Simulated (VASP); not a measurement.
Here is a VASP 6.6.1 calculation.

Contents of INCAR:

```
SYSTEM = Zn7Se8
ALGO = Normal
EDIFF = 1E-6
ENCUT = 520
GGA = CA
ISIF = 2
ISMEAR = 0
LASPH = .True.
LCHARG = .False.
LREAL = Auto
LWAVE = .False.
NBANDS = 79
NELECT = 134.0
NELM = 100
PREC = Accurate
SIGMA = 0.02
```

KPOINTS

```
k-points
0
Gamma
  2 2 2
  0 0 0
```

File POSCAR:

```
Zn7Se8
1.0
    0.0000000000      5.5675272894     -5.5675272894
    5.5675272894      5.5675272894      0.0000000000
    5.5675272894      0.0000000000     -5.5675272894
Zn Se
7 8
Direct
    0.4867978834      0.5132020647     -0.0132020008
    1.0132019489      0.5132020647     -0.0132020008
    1.0132019489     -0.0132020008     -0.0132020008
    0.4867978834      0.5132020647      0.5132020647
    0.4867978834     -0.0132020008      0.5132020647
    1.0000000378      0.4999999740      0.4999999740
    1.0132019489     -0.0132020008      0.5132020647
    0.3779597101      0.3740134339      0.3740134339
    0.3825433427      0.8825434065      0.3523699837
    0.8740133181      0.3740134339      0.3740134339
    0.8740134079      0.8779598637      0.3740133441
    0.3825433427      0.3523699837      0.8825434065
    0.3825434325      0.8825433167      0.8825433167
    0.8740134079      0.3740133441      0.8779598637
    0.8523699577      0.8825433167      0.8825433167
```

Potentials or basis: VASP PAW LDA potentials, release 64 (Zn, Se).

Command:

```bash
$ cat potpaw_LDA.64/Zn/POTCAR potpaw_LDA.64/Se/POTCAR > POTCAR
$ mpirun -np 1 vasp_std > vasp.out
```

(1) Predict the largest force.

Results:

(1) 0.046 eV/Å.

Caveat: the k points lie up to 0.49 Å⁻¹ apart; the cell carries a net charge on a neutralising background, which shifts energy and pressure.
